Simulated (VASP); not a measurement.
# C2H6 in VASP: single point with PBE+D3(BJ)

Aim: the single point of C2H6 with PBE+D3(BJ).

Everything below comes from runs of VASP 6.6.1. Logs are shortened: lines on timing, memory, paths and dates and some standing lists are left out, and cuts for length are marked.

### Step 1. The cell of the first run

The cell holds a molecule in a box, 8 atoms: a = 5.665 Å, b = 5.804 Å, c = 25.939 Å, α = 90.00°, β = 90.00°, γ = 90.00°.

### Step 2. Single point, PBE+D3(BJ)

File INCAR:

```
PREC = Accurate
ENCUT = 520
EDIFF = 1E-6
ISMEAR = 0
SIGMA = 0.1
LREAL = False
LASPH = True
NELM = 80
ALGO = Normal
ISIF = 2
LWAVE = False
LCHARG = False
LDIPOL = True
IDIPOL = 3
DIPOL = 0.5 0.5 0.666
GGA = PE
IVDW = 12
NBANDS = 17
```

File KPOINTS:

```
regular mesh
0
Gamma
  4 3 1
```

File POSCAR:

```
H3C
1.0
    5.6653313018      0.0000000000      0.0000000000
    0.0000000000      5.8038113749      0.0000000000
    0.0000000000      0.0000000000     25.9385561044
C H
2 6
Direct
   -0.3846839445      0.2836427803      0.6662982060
   -0.1224925115      0.2295760159      0.6670825642
   -0.4762133208      0.2161617437      0.7004797542
   -0.4718787361      0.2020436795      0.6325096223
   -0.4191321752      0.4694548778      0.6635491497
   -0.0343351399      0.3021315613      0.7011645497
   -0.0323793610      0.3059671772      0.6330843333
   -0.0880206679      0.0434486481      0.6659573681
```

Potentials or basis: VASP PAW PBE potentials, release 64 (C, H).

Command:

```
$ cat potpaw_PBE.64/C/POTCAR potpaw_PBE.64/H/POTCAR > POTCAR
$ mpirun -np 1 vasp_std > vasp.out
```

OUTCAR:

```text
PREC = Accurate
   ENCUT = 520
   EDIFF = 1E-6
   ISMEAR = 0
   LREAL = False
   LASPH = True
   NELM = 80
   ISIF = 2
   GGA = PE
   IVDW = 12
 IVDW          = 12

 ion  position               nearest neighbor table
   1  0.615  0.284  0.666-   5 1.10   3 1.10   4 1.11   2 1.52
   2  0.878  0.230  0.667-   8 1.10   6 1.10   7 1.11   1 1.52
   3  0.524  0.216  0.700-   1 1.10
   4  0.528  0.202  0.633-   1 1.11
   5  0.581  0.469  0.664-   1 1.10
   6  0.966  0.302  0.701-   2 1.10
   7  0.968  0.306  0.633-   2 1.11
   8  0.912  0.043  0.666-   2 1.10

  LATTYP: Found a simple orthorhombic cell.
 ALAT       =     5.6653313018
 B/A-ratio  =     1.0244434201
 C/A-ratio  =     4.5784711825

  Lattice vectors:

 A1 = (   5.6653313018,   0.0000000000,   0.0000000000)
 A2 = (   0.0000000000,   5.8038113749,   0.0000000000)
 A3 = (   0.0000000000,   0.0000000000,  25.9385561044)

Analysis of symmetry for initial positions (statically):
=====================================================================
 Subroutine PRICEL returns:
 Original cell was already a primitive cell.

 Routine SETGRP: Setting up the symmetry group for a
 simple orthorhombic supercell.

 Subroutine GETGRP returns: Found  1 space group operations
 (whereof  1 operations were pure point group operations)
 out of a pool of  8 trial point group operations.

The static configuration has the point symmetry C_1 .

Analysis of symmetry for dynamics (positions and initial velocities):
=====================================================================
 Subroutine PRICEL returns:
 Original cell was already a primitive cell.

 Routine SETGRP: Setting up the symmetry group for a
 simple orthorhombic supercell.

 Subroutine GETGRP returns: Found  1 space group operations
 (whereof  1 operations were pure point group operations)
 out of a pool of  8 trial point group operations.

The dynamic configuration has the point symmetry C_1 .

 Subroutine INISYM returns: Found  1 space group operations
 (whereof  1 operations are pure point group operations),
 and found     1 'primitive' translations

----------------------------------------------------------------------------------------

                                     Primitive cell

  volume of cell :     852.8731

  direct lattice vectors                    reciprocal lattice vectors
     5.665331302  0.000000000  0.000000000     0.176512184  0.000000000  0.000000000
     0.000000000  5.803811375  0.000000000     0.000000000  0.172300569  0.000000000
     0.000000000  0.000000000 25.938556104     0.000000000  0.000000000  0.038552647

  length of vectors
     5.665331302  5.803811375 25.938556104     0.176512184  0.172300569  0.038552647

  position of ions in fractional coordinates (direct lattice)
     0.615316056  0.283642780  0.666298206
     0.877507489  0.229576016  0.667082564
     0.523786679  0.216161744  0.700479754
     0.528121264  0.202043680  0.632509622
     0.580867825  0.469454878  0.663549150
     0.965664860  0.302131561  0.701164550
     0.967620639  0.305967177  0.633084333
     0.911979332  0.043448648  0.665957368

  ion indices of the primitive-cell ions
   primitive index   ion index
                 1           1
                 2           2
                 3           3
                 4           4
                 5           5
                 6           6
                 7           7
                 8           8

----------------------------------------------------------------------------------------

 KPOINTS: regular mesh

Automatic generation of k-mesh.
 Grid dimensions read from file:
 generate k-points for:    4    3    1

 Generating k-lattice:

  Cartesian coordinates                     Fractional coordinates (reciprocal lattice)
     0.044128046  0.000000000  0.000000000     0.250000000  0.000000000  0.000000000
     0.000000000  0.057433523  0.000000000     0.000000000  0.333333333  0.000000000
     0.000000000  0.000000000  0.038552647     0.000000000  0.000000000  1.000000000

  Length of vectors
     0.044128046  0.057433523  0.038552647

  Shift w.r.t. Gamma in fractional coordinates (k-lattice)
     0.000000000  0.000000000  0.000000000

 Subroutine IBZKPT returns following result:
 ===========================================

 Found      7 irreducible k-points:

 Following reciprocal coordinates:
            Coordinates               Weight
  0.000000  0.000000  0.000000      1.000000
  0.250000  0.000000  0.000000      2.000000
  0.500000  0.000000  0.000000      1.000000
  0.000000  0.333333  0.000000      2.000000
  0.250000  0.333333  0.000000      2.000000
  0.250000 -0.333333  0.000000      2.000000
  0.500000  0.333333  0.000000      2.000000
   k-points           NKPTS =      7   k-points in BZ     NKDIM =      7   number of bands    NBANDS=     17
   number of dos      NEDOS =    301   number of ions     NIONS =      8
   total plane-waves  NPLWV = 395136
   dimension x,y,z NGX =    42 NGY =   48 NGZ =  196
   dimension x,y,z NGXF=    84 NGYF=   96 NGZF=  392
   ions per type =               2   6
   NGX,Y,Z   is equivalent  to a cutoff of  12.32, 13.75, 12.56 a.u.
   NGXF,Y,Z  is equivalent  to a cutoff of  24.65, 27.50, 25.12 a.u.
 SYSTEM =  unknown system
   PREC   = accura    normal or accurate (medium, high low for compatibility)
   ISTART =      0    job   : 0-new  1-cont  2-samecut
   ICHARG =      2    charge: 1-file 2-atom 10-const
   ISPIN  =      1    spin polarized calculation?
   LNONCOLLINEAR =      F non collinear calculations
   LSORBIT =      F    spin-orbit coupling
   LASPH  =      T    aspherical Exc in radial PAW
   ENCUT  =  520.0 eV  38.22 Ry    6.18 a.u.  10.53 10.79 48.23*2*pi/ulx,y,z
   NELM   =     80;   NELMIN=  2; NELMDL= -5     # of ELM steps
   EDIFF  = 0.1E-05   stopping-criterion for ELM
   LREAL  =      F    real-space projection
   EDIFFG = 0.1E-04   stopping-criterion for IOM
   NSW    =      0    number of steps for IOM
   IBRION =     -1    ionic relax: 0-MD 1-quasi-New 2-CG
   NFREE  =      0    steps in history (QN), initial steepest desc. (CG)
   ISIF   =      2    stress and relaxation
   ISYM   =      2    0-nonsym 1-usesym 2-fastsym
   POTIM  = 0.5000    time-step for ionic-motion
   TEBEG  =    0.0;   TEEND  =   0.0 temperature during run
   PSTRESS=    0.0 pullay stress
   NELECT =      14.0000    total number of electrons
   NUPDOWN=      -1.0000    fix difference up-down
   EMIN   =  10.00;   EMAX   =-10.00  energy-range for DOS
   EFERMI =   0.00;   METHOD = LEGACY
   ISMEAR =     0;   SIGMA  =   0.10  broadening in eV -4-tet -1-fermi 0-gaus
   EFERMI_NEDOS =   21; number of points for ismear=-14 and -15
   IALGO  =     38    algorithm
   IMIX   =      4    mixing-type and parameters
     AMIX     =   0.40;   BMIX     =  1.00
     AMIX_MAG =   1.60;   BMIX_MAG =  1.00
  volume/ion in A,a.u.               =     106.61       719.43
  Fermi-wavevector in a.u.,A,eV,Ry     =   0.416060  0.786240  2.355250  0.173106
  Thomas-Fermi vector in A             =   1.375409
   LORBIT       =      0    0 simple, 1 ext, 2 COOP (PROOUT), +10 PAW based schemes
   GGA     = PE    functional components
   LHFCALC =     F    Hartree Fock is set to
   AEXX    =    0.0000 exact exchange contribution
   IVDW    =    12    specifies the selected vdW correction
   LEPSILON=     F    determine dielectric tensor
   LRPA    =     F    only Hartree local field effects (RPA)
 non-spin polarized calculation
 Gauss-broadening in eV      SIGMA  =   0.10
  energy-cutoff  :      520.00
  volume of cell :      852.87
 maximum number of plane-waves:     23002
   NGX = 21   NGY = 21   NGZ = 97

 dipolmoment           0.000000      0.000000     -0.000001 electrons x Angstroem

 number of electron      13.9999998 magnetization

 dipolmoment           0.000000      0.000000      0.000826 electrons x Angstroem

 Free energy of the ion-electron system (eV)
  ---------------------------------------------------
  ext. energy  EPLUGINS =         0.00000000
  ---------------------------------------------------
  free energy    TOTEN  =       -40.50819866 eV

  energy without entropy =      -40.50819866  energy(sigma->0) =      -40.50819866

 E-fermi :  -7.1494     XC(G=0):  -0.9475

 val. band max:       -7.6579326581   @ k =   0.0000   0.3333   0.0000
 cond. band min:      -0.8634583052   @ k =   0.0000   0.0000   0.0000
 fundamental gap:      6.7944743529
 Fermi energy:        -7.1493832399

 k-point     1 :       0.0000    0.0000    0.0000
  band No.  band energies     occupation
      1     -18.2756      2.00000
      2     -14.6427      2.00000
      3     -10.2317      2.00000
      4     -10.1827      2.00000
      5      -8.7967      2.00000
      6      -7.8429      2.00000
      7      -7.6596      2.00000
      8      -0.8635      0.00000
      9      -0.0427      0.00000
     10       0.2977      0.00000
     11       0.7096      0.00000
     12       0.8138      0.00000
     13       1.5834      0.00000
     14       1.7852      0.00000
     15       2.6265      0.00000
     16       2.8022      0.00000
     17       2.8880      0.00000

 k-point     2 :       0.2500    0.0000    0.0000
  band No.  band energies     occupation
      1     -18.2626      2.00000
      2     -14.6954      2.00000
      3     -10.2290      2.00000
      4     -10.1530      2.00000
      5      -8.6769      2.00000
      6      -7.8489      2.00000
      7      -7.7284      2.00000
      8      -0.6629      0.00000
      9       0.2651      0.00000
     10       0.5864      0.00000
     11       1.0085      0.00000
     12       1.0762      0.00000
     13       1.1576      0.00000
     14       1.8301      0.00000
     15       2.0869      0.00000
     16       2.5028      0.00000
     17       2.8469      0.00000

 k-point     3 :       0.5000    0.0000    0.0000
  band No.  band energies     occupation
      1     -18.2494      2.00000
      2     -14.7473      2.00000
      3     -10.2246      2.00000
      4     -10.1220      2.00000
      5      -8.5635      2.00000
      6      -7.8471      2.00000
      7      -7.7976      2.00000
      8      -0.0917      0.00000
      9       0.0235      0.00000
     10       1.1239      0.00000
     11       1.1729      0.00000
     12       1.4506      0.00000
     13       1.4574      0.00000
     14       1.8282      0.00000
     15       1.8784      0.00000
     16       1.9054      0.00000
     17       1.9346      0.00000

 k-point     4 :       0.0000    0.3333    0.0000
  band No.  band energies     occupation
      1     -18.2729      2.00000
      2     -14.6421      2.00000
      3     -10.2754      2.00000
      4     -10.1797      2.00000
      5      -8.7886      2.00000
      6      -7.8374      2.00000
      7      -7.6579      2.00000
      8      -0.3553      0.00000
      9       0.3547      0.00000
     10       0.7603      0.00000
     11       0.9180      0.00000
     12       1.1724      0.00000
     13       1.4865      0.00000
     14       1.5126      0.00000
     15       2.2103      0.00000
     16       2.2717      0.00000
     17       2.4383      0.00000

 k-point     5 :       0.2500    0.3333    0.0000
  band No.  band energies     occupation
      1     -18.2600      2.00000
      2     -14.6941      2.00000
      3     -10.2708      2.00000
      4     -10.1502      2.00000
      5      -8.6710      2.00000
      6      -7.8513      2.00000
      7      -7.7261      2.00000
      8      -0.0689      0.00000
      9       0.6575      0.00000
     10       1.0737      0.00000
     11       1.2124      0.00000
     12       1.4647      0.00000
     13       1.5910      0.00000
     14       1.7459      0.00000
     15       1.8014      0.00000
     16       2.5049      0.00000
     17       2.5585      0.00000

 k-point     6 :       0.2500   -0.3333    0.0000
  band No.  band energies     occupation
      1     -18.2600      2.00000
      2     -14.6944      2.00000
      3     -10.2710      2.00000
      4     -10.1502      2.00000
      5      -8.6697      2.00000
      6      -7.8480      2.00000
      7      -7.7258      2.00000
      8      -0.1992      0.00000
      9       0.6634      0.00000
     10       1.0035      0.00000
     11       1.1502      0.00000
     12       1.4689      0.00000
     13       1.6515      0.00000
     14       1.7452      0.00000
     15       1.9018      0.00000
     16       2.5148      0.00000
     17       2.5602      0.00000

 k-point     7 :       0.5000    0.3333    0.0000
  band No.  band energies     occupation
      1     -18.2468      2.00000
      2     -14.7457      2.00000
      3     -10.2647      2.00000
      4     -10.1194      2.00000
      5      -8.5593      2.00000
      6      -7.8535      2.00000
      7      -7.7945      2.00000
      8       0.3745      0.00000
      9       0.6474      0.00000
     10       1.4831      0.00000
     11       1.5673      0.00000
     12       1.7145      0.00000
     13       1.9243      0.00000
     14       1.9577      0.00000
     15       2.0244      0.00000
     16       2.2843      0.00000
     17       2.3599      0.00000

------------------------ aborting loop because EDIFF is reached ----------------------------------------

 vacuum level on the upper side and lower side of the slab       (xc-potential included)        -0.003        -0.007

 Edisp (eV)   -0.11929

 E8    (eV) :    -0.0285

  FORCE on cell =-STRESS in cart. coord.  units (eV):
  Direction    XX          YY          ZZ          XY          YZ          ZX
  --------------------------------------------------------------------------------------
  -------------------------------------------------------------------------------------
  Total      -0.05614    -0.35271    -0.42336    -0.23244    -0.00365    -0.00051
  in kB      -0.10546    -0.66258    -0.79532    -0.43665    -0.00686    -0.00097
  external pressure =       -0.52 kB  Pullay stress =        0.00 kB

 VOLUME and BASIS-vectors are now :
 -----------------------------------------------------------------------------
  energy-cutoff  :      520.00
  volume of cell :      852.87
      direct lattice vectors                 reciprocal lattice vectors
     5.665331302  0.000000000  0.000000000     0.176512184  0.000000000  0.000000000
     0.000000000  5.803811375  0.000000000     0.000000000  0.172300569  0.000000000
     0.000000000  0.000000000 25.938556104     0.000000000  0.000000000  0.038552647

 POSITION                                       TOTAL-FORCE (eV/Angst)
 -----------------------------------------------------------------------------------
      3.48597      1.64621     17.28281        -0.446882     -0.297195     -0.384757
      4.97137      1.33242     17.30316         0.430279      0.275511     -0.366080
      2.96743      1.25456     18.16943         0.025544      0.078862      0.057262
      2.99198      1.17262     16.40639         0.158844      0.175702      0.238403
      3.29081      2.72463     17.21151         0.006695      0.025338      0.087480
      5.47081      1.75351     18.18720        -0.021486     -0.070637      0.054559
      5.48189      1.77578     16.42129        -0.147559     -0.162733      0.231961
      5.16667      0.25217     17.27397        -0.005435     -0.024847      0.081172
 -----------------------------------------------------------------------------------
    total drift:                                0.000393      0.000256      0.000078

  FREE ENERGIE OF THE ION-ELECTRON SYSTEM (eV)
  ---------------------------------------------------
  free  energy   TOTEN  =       -40.6274923639 eV

  energy  without entropy=      -40.6274923639  energy(sigma->0) =      -40.62749236

 vacuum level on the upper side and lower side of the slab         0.263         0.259
```

Wall time 3 min (1 thread of Intel Xeon Platinum 8488C (Sapphire Rapids), shared host); peak memory 0.84 GiB.

Results:

| Property | Result |
| --- | --- |
| Free energy | -40.6275 eV |
| Largest force | 0.660 eV/Å |
| Gap between the frontier levels | 6.79 eV, indirect (the least direct gap lies 1.7 meV higher) |
| Dispersion energy per atom | -0.015 eV |

Forces on the atoms (eV/Å):
```
C   -0.447 -0.297 -0.385
C    0.430  0.276 -0.366
H    0.026  0.079  0.057
H    0.159  0.176  0.238
H    0.007  0.025  0.087
H   -0.021 -0.071  0.055
H   -0.148 -0.163  0.232
H   -0.005 -0.025  0.081
```
